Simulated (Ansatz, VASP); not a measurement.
Se: VASP beside Ansatz

```
Se
1.0
     0.00000    3.21366    2.95656
     3.21366    0.00000    2.95656
     3.21366    3.21366    0.00000
Se
2
Direct
  0.50000 0.50000 0.50000
  0.75000 0.75000 0.75000
```

Alike in both runs: task single point; functional PBE; k mesh 14 × 14 × 14; occupations gaussian, width 0.15 eV; no spin polarisation.

|  | VASP | Ansatz |
| --- | --- | --- |
| version | VASP 6.6.1 | Ansatz 0.2.0 |
| potentials or method | VASP PAW PBE potentials, release 64 (Se), cutoff 520 eV | scalar-relativistic, plane waves, PAW |
| valence electrons in the cell | 12 | 32 |

Ansatz gave:

* gap on the k mesh at the Fermi level (eV): none
* pressure (GPa): 1.4
* traceless stress, the component that is largest in VASP (GPa): -1.10

Q: What did VASP give for the same quantities?

A: gap on the k mesh at the Fermi level (eV): none; pressure (GPa): 1.4; traceless stress, the component that is largest in VASP (GPa): -1.11.

A gap of «none» marks a metal or a gap that the smearing closes. VASP's potentials hold 12 valence electrons a cell and Ansatz's 32, so a difference there can come from the potentials and not from the codes.
